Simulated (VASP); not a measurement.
# CoSn (P6/mmm) in VASP: single point with r2SCAN

Aim: the single point of CoSn with r2SCAN.

All numbers are computed with VASP 6.6.1; they aren't measurements. Logs are shortened: lines on timing, memory, paths and dates and some standing lists are left out, and cuts for length are marked.

### Step 1. The cell of the first run

It takes space group P6/mmm (No. 191, hexagonal). The conventional cell has a = 5.243 Å, b = 5.243 Å, c = 4.184 Å, α = 90.00°, β = 90.00°, γ = 120.00°. Co (site symmetry mmm) has 6 Sn at 2.58 to 2.62 Å and 4 Co at 2.62 Å within 3.4 Å. Within 3.4 Å of Sn (site symmetry -6m2) lie 6 Co at 2.58 Å and 3 Sn at 3.03 Å. Within 3.5 Å of Sn (site symmetry 6/mmm) lie 6 Co at 2.62 Å.

### Step 2. Single point, r2SCAN

POSCAR reads:

```
CoSn
1.0
    5.2432858211      0.0000000000      0.0000000000
   -2.6216429105      4.5408187204      0.0000000000
    0.0000000000      0.0000000000      4.1841525298
Co Sn
3 3
Direct
    0.0000000000      0.5000000000      0.0000000000
    0.5000000000      0.5000000000      0.0000000000
    0.5000000000      0.0000000000      0.0000000000
    0.6666666667      0.3333333333      0.5000000000
    0.3333333333      0.6666666667      0.5000000000
    0.0000000000      0.0000000000      0.0000000000
```

INCAR.step1 reads:

```
PREC = Accurate
ENCUT = 520
ISMEAR = 0
SIGMA = 0.1
LREAL = F
LASPH = T
NELM = 100
NBANDS = 44
GGA = PE
ALGO = Normal
EDIFF = 1E-4
LWAVE = T
LCHARG = F
```

INCAR.step2 reads:

```
PREC = Accurate
ENCUT = 520
EDIFF = 1E-7
ISMEAR = 0
SIGMA = 0.1
LREAL = F
LASPH = T
NELM = 100
ALGO = Normal
ISIF = 2
LWAVE = F
LCHARG = F
METAGGA = R2SCAN
LMIXTAU = T
NBANDS = 44
ISTART = 1
```

KPOINTS reads:

```
regular mesh
0
Gamma
  9 9 8
```

Potentials or basis: VASP PAW PBE potentials, release 64 (Co, Sn_d).

Launch:

```
cat potpaw_PBE.64/Co/POTCAR potpaw_PBE.64/Sn_d/POTCAR > POTCAR
cp INCAR.step1 INCAR
mpirun -np 1 vasp_std > vasp.out
cp INCAR.step2 INCAR
mpirun -np 1 vasp_std > vasp.out
```

OUTCAR:

```text
PREC = Accurate
   ENCUT = 520
   EDIFF = 1E-7
   ISMEAR = 0
   LREAL = F
   LASPH = T
   NELM = 100
   ISIF = 2
   METAGGA = R2SCAN
   ISTART = 1

 ion  position               nearest neighbor table
   1  0.000  0.500  0.000-   4 2.58   5 2.58   4 2.58   5 2.58   6 2.62   6 2.62   2 2.62   2 2.62
                             3 2.62   3 2.62
   2  0.500  0.500  0.000-   4 2.58   5 2.58   4 2.58   5 2.58   3 2.62   3 2.62   1 2.62   1 2.62
                             6 2.62   6 2.62
   3  0.500  0.000  0.000-   4 2.58   5 2.58   4 2.58   5 2.58   2 2.62   2 2.62   6 2.62   6 2.62
                             1 2.62   1 2.62
   4  0.667  0.333  0.500-   3 2.58   3 2.58   1 2.58   1 2.58   2 2.58   2 2.58   5 3.03   5 3.03
                             5 3.03   6 3.68   6 3.68   6 3.68   6 3.68   6 3.68   6 3.68
   5  0.333  0.667  0.500-   3 2.58   3 2.58   1 2.58   1 2.58   2 2.58   2 2.58   4 3.03   4 3.03
                             4 3.03   6 3.68   6 3.68   6 3.68   6 3.68   6 3.68   6 3.68
   6  0.000  0.000  0.000-   1 2.62   1 2.62   3 2.62   3 2.62   2 2.62   2 2.62   5 3.68   4 3.68
                             5 3.68   4 3.68   4 3.68   4 3.68   5 3.68   5 3.68   4 3.68   5 3.68

  LATTYP: Found a hexagonal cell.
 ALAT       =     5.2432858211
 C/A-ratio  =     0.7980019920

  Lattice vectors:

 A1 = (   5.2432858211,   0.0000000000,   0.0000000000)
 A2 = (  -2.6216429105,   4.5408187204,   0.0000000000)
 A3 = (   0.0000000000,   0.0000000000,   4.1841525298)

Analysis of symmetry for initial positions (statically):
=====================================================================
 Subroutine PRICEL returns:
 Original cell was already a primitive cell.

 Routine SETGRP: Setting up the symmetry group for a
 hexagonal supercell.

 Subroutine GETGRP returns: Found 24 space group operations
 (whereof 24 operations were pure point group operations)
 out of a pool of 24 trial point group operations.

The static configuration has the point symmetry D_6h.

Analysis of symmetry for dynamics (positions and initial velocities):
=====================================================================
 Subroutine PRICEL returns:
 Original cell was already a primitive cell.

 Routine SETGRP: Setting up the symmetry group for a
 hexagonal supercell.

 Subroutine GETGRP returns: Found 24 space group operations
 (whereof 24 operations were pure point group operations)
 out of a pool of 24 trial point group operations.

The dynamic configuration has the point symmetry D_6h.

 Subroutine INISYM returns: Found 24 space group operations
 (whereof 24 operations are pure point group operations),
 and found     1 'primitive' translations

----------------------------------------------------------------------------------------

                                     Primitive cell

  volume of cell :      99.6197

  direct lattice vectors                    reciprocal lattice vectors
     5.243285821  0.000000000  0.000000000     0.190720101  0.110112301  0.000000000
    -2.621642910  4.540818720  0.000000000     0.000000000  0.220224603  0.000000000
     0.000000000  0.000000000  4.184152530     0.000000000  0.000000000  0.238997023

  length of vectors
     5.243285821  5.243285821  4.184152530     0.220224603  0.220224603  0.238997023

  position of ions in fractional coordinates (direct lattice)
     0.000000000  0.500000000  0.000000000
     0.500000000  0.500000000  0.000000000
     0.500000000  0.000000000  0.000000000
     0.666666667  0.333333333  0.500000000
     0.333333333  0.666666667  0.500000000
     0.000000000  0.000000000  0.000000000

  ion indices of the primitive-cell ions
   primitive index   ion index
                 1           1
                 2           2
                 3           3
                 4           4
                 5           5
                 6           6

----------------------------------------------------------------------------------------

 KPOINTS: regular mesh

Automatic generation of k-mesh.
 Grid dimensions read from file:
 generate k-points for:    9    9    8

 Generating k-lattice:

  Cartesian coordinates                     Fractional coordinates (reciprocal lattice)
     0.021191122  0.012234700  0.000000000     0.111111111  0.000000000  0.000000000
     0.000000000  0.024469400  0.000000000     0.000000000  0.111111111  0.000000000
     0.000000000  0.000000000  0.029874628     0.000000000  0.000000000  0.125000000

  Length of vectors
     0.024469400  0.024469400  0.029874628

  Shift w.r.t. Gamma in fractional coordinates (k-lattice)
     0.000000000  0.000000000  0.000000000

 Subroutine IBZKPT returns following result:
 ===========================================

 Found     60 irreducible k-points:

 Following reciprocal coordinates:
            Coordinates               Weight
  0.000000  0.000000  0.000000      1.000000
  0.111111  0.000000  0.000000      6.000000
  0.222222  0.000000  0.000000      6.000000
  0.333333  0.000000  0.000000      6.000000
  0.444444  0.000000  0.000000      6.000000
  0.111111  0.111111  0.000000      6.000000
[... 16 lines left out ...]
  0.333333  0.222222  0.125000     24.000000
  0.333333  0.333333  0.125000      4.000000
 [... further k-points ...]
   k-points           NKPTS =     60   k-points in BZ     NKDIM =     60   number of bands    NBANDS=     44
   number of dos      NEDOS =    301   number of ions     NIONS =      6
   total plane-waves  NPLWV =  51200
   dimension x,y,z NGX =    40 NGY =   40 NGZ =   32
   dimension x,y,z NGXF=    80 NGYF=   80 NGZF=   64
   ions per type =               3   3
   NGX,Y,Z   is equivalent  to a cutoff of  12.68, 12.68, 12.71 a.u.
   NGXF,Y,Z  is equivalent  to a cutoff of  25.37, 25.37, 25.43 a.u.
 SYSTEM =  unknown system
   PREC   = accura    normal or accurate (medium, high low for compatibility)
   ISTART =      1    job   : 0-new  1-cont  2-samecut
   ICHARG =      0    charge: 1-file 2-atom 10-const
   ISPIN  =      1    spin polarized calculation?
   LNONCOLLINEAR =      F non collinear calculations
   LSORBIT =      F    spin-orbit coupling
   LASPH  =      T    aspherical Exc in radial PAW
   ENCUT  =  520.0 eV  38.22 Ry    6.18 a.u.   9.75  9.75  7.78*2*pi/ulx,y,z
   NELM   =    100;   NELMIN=  2; NELMDL=  0     # of ELM steps
   EDIFF  = 0.1E-06   stopping-criterion for ELM
   LREAL  =      F    real-space projection
   EDIFFG = 0.1E-05   stopping-criterion for IOM
   NSW    =      0    number of steps for IOM
   IBRION =     -1    ionic relax: 0-MD 1-quasi-New 2-CG
   NFREE  =      0    steps in history (QN), initial steepest desc. (CG)
   ISIF   =      2    stress and relaxation
   ISYM   =      2    0-nonsym 1-usesym 2-fastsym
   POTIM  = 0.5000    time-step for ionic-motion
   TEBEG  =    0.0;   TEEND  =   0.0 temperature during run
   PSTRESS=    0.0 pullay stress
   NELECT =      69.0000    total number of electrons
   NUPDOWN=      -1.0000    fix difference up-down
   EMIN   =  10.00;   EMAX   =-10.00  energy-range for DOS
   EFERMI =   0.00;   METHOD = LEGACY
   ISMEAR =     0;   SIGMA  =   0.10  broadening in eV -4-tet -1-fermi 0-gaus
   EFERMI_NEDOS =   21; number of points for ismear=-14 and -15
   IALGO  =     38    algorithm
   IMIX   =      4    mixing-type and parameters
     AMIX     =   0.40;   BMIX     =  1.00
     AMIX_MAG =   1.60;   BMIX_MAG =  1.00
  volume/ion in A,a.u.               =      16.60       112.04
  Fermi-wavevector in a.u.,A,eV,Ry     =   1.448470  2.737211 28.545906  2.098065
  Thomas-Fermi vector in A             =   2.566307
   LORBIT       =      0    0 simple, 1 ext, 2 COOP (PROOUT), +10 PAW based schemes
   METAGGA = R2SCAN    functional components
   LHFCALC =     F    Hartree Fock is set to
   AEXX    =    0.0000 exact exchange contribution
   IVDW    =     0    specifies the selected vdW correction
   LEPSILON=     F    determine dielectric tensor
   LRPA    =     F    only Hartree local field effects (RPA)
 non-spin polarized calculation
 Gauss-broadening in eV      SIGMA  =   0.10
  energy-cutoff  :      520.00
  volume of cell :       99.62
 maximum number of plane-waves:      2703
 NGX is ok and might be reduce to    40
   NGX = 19   NGY = 19   NGZ = 15

 number of electron      69.0000005 magnetization

 Free energy of the ion-electron system (eV)
  ---------------------------------------------------
  ext. energy  EPLUGINS =         0.00000000
  ---------------------------------------------------
  free energy    TOTEN  =      -113.67163390 eV

  energy without entropy =     -113.66310312  energy(sigma->0) =     -113.66736851

 E-fermi :  10.0657     XC(G=0): -12.9049

 val. band max:       10.0505024905   @ k =   0.3333   0.0000   0.1250
 cond. band min:      10.0820289047   @ k =   0.0000   0.0000   0.5000
 fundamental gap:      0.0315264143
 Fermi energy:        10.0657181051

 k-point     1 :       0.0000    0.0000    0.0000
  band No.  band energies     occupation
      1     -12.1564      2.00000
      2     -12.0286      2.00000
      3     -12.0286      2.00000
      4     -11.9676      2.00000
      5     -11.9676      2.00000
      6     -11.8790      2.00000
[... 36 lines left out ...]
     43      16.6083      0.00000
     44      17.0217      0.00000

 k-point     2 :       0.1111    0.0000    0.0000
  band No.  band energies     occupation
      1     -12.1553      2.00000
      2     -12.0297      2.00000
      3     -12.0286      2.00000
      4     -11.9792      2.00000
      5     -11.9743      2.00000
      6     -11.8882      2.00000
[... 36 lines left out ...]
     43      15.9414      0.00000
     44      16.3928      0.00000

 k-point     3 :       0.2222    0.0000    0.0000
  band No.  band energies     occupation
      1     -12.1526      2.00000
      2     -12.0325      2.00000
      3     -12.0276      2.00000
      4     -12.0026      2.00000
      5     -11.9919      2.00000
      6     -11.8967      2.00000
[... 976 lines left out ...]
     43      16.2325      0.00000
     44      16.7910      0.00000

 k-point    24 :       0.3333    0.3333    0.1250
  band No.  band energies     occupation
      1     -12.1448      2.00000
      2     -12.0722      2.00000
      3     -12.0275      2.00000
      4     -12.0275      2.00000
      5     -11.9516      2.00000
      6     -11.9516      2.00000
[... 36 lines left out ...]
     43      17.1249      0.00000
     44      17.3178      0.00000

 [... further k-points ...]
[... 5 lines left out ...]
  --------------------------------------------------------------------------------------
  -------------------------------------------------------------------------------------
  Total        0.1675038      0.1675038      0.1197654      0.0000000      0.0000000     -0.0000000
  in kB        2.6939527      2.6939527      1.9261802      0.0000000      0.0000000     -0.0000000
  external PRESSURE =       2.4380286 kB  Pullay stress =       0.0000000 kB

 VOLUME and BASIS-vectors are now :
 -----------------------------------------------------------------------------
  energy-cutoff  :      520.00
  volume of cell :       99.62
      direct lattice vectors                 reciprocal lattice vectors
     5.243285821  0.000000000  0.000000000     0.190720101  0.110112301  0.000000000
    -2.621642910  4.540818720  0.000000000     0.000000000  0.220224603  0.000000000
     0.000000000  0.000000000  4.184152530     0.000000000  0.000000000  0.238997023

 POSITION                                       TOTAL-FORCE (eV/Angst)
 -----------------------------------------------------------------------------------
     -1.31082      2.27041      0.00000        -0.000000     -0.000000      0.000000
      1.31082      2.27041      0.00000        -0.000000     -0.000000      0.000000
      2.62164      0.00000      0.00000         0.000000     -0.000000      0.000000
      2.62164      1.51361      2.09208        -0.000000      0.000000      0.000000
     -0.00000      3.02721      2.09208         0.000000     -0.000000      0.000000
      0.00000      0.00000      0.00000         0.000000     -0.000000      0.000000
 -----------------------------------------------------------------------------------
    total drift:                               -0.000000      0.000000     -0.000000

  FREE ENERGIE OF THE ION-ELECTRON SYSTEM (eV)
  ---------------------------------------------------
  free  energy   TOTEN  =      -113.6716339016 eV

  energy  without entropy=     -113.6631031164  energy(sigma->0) =     -113.66736851
```

Run time: 6.9 min. Hardware: 1 thread of Intel Xeon 6975P-C (Granite Rapids), shared host; peak memory 0.36 GiB.

Results:

```yaml
Free_energy: -113.6716 eV
Pressure: 0.2 GPa
```

Levels at points of the mesh, in eV from the Fermi level:
```
           k point  band 32  band 33  band 34  band 35  band 36  band 37
(0.00, 0.00, 0.00)    -0.49    -0.43    -0.43     0.70     0.77     1.55
(0.00, 0.00, 0.50)    -0.58    -0.52    -0.52    -0.46    -0.46     0.02
```

Caveat: the PAW data sets were made with another functional, which shifts forces and pressure a little; spin-orbit coupling is left out, which moves the levels of the heavy elements. Spin polarisation is off, so any magnetic state and its effect on volume and gap are missing.
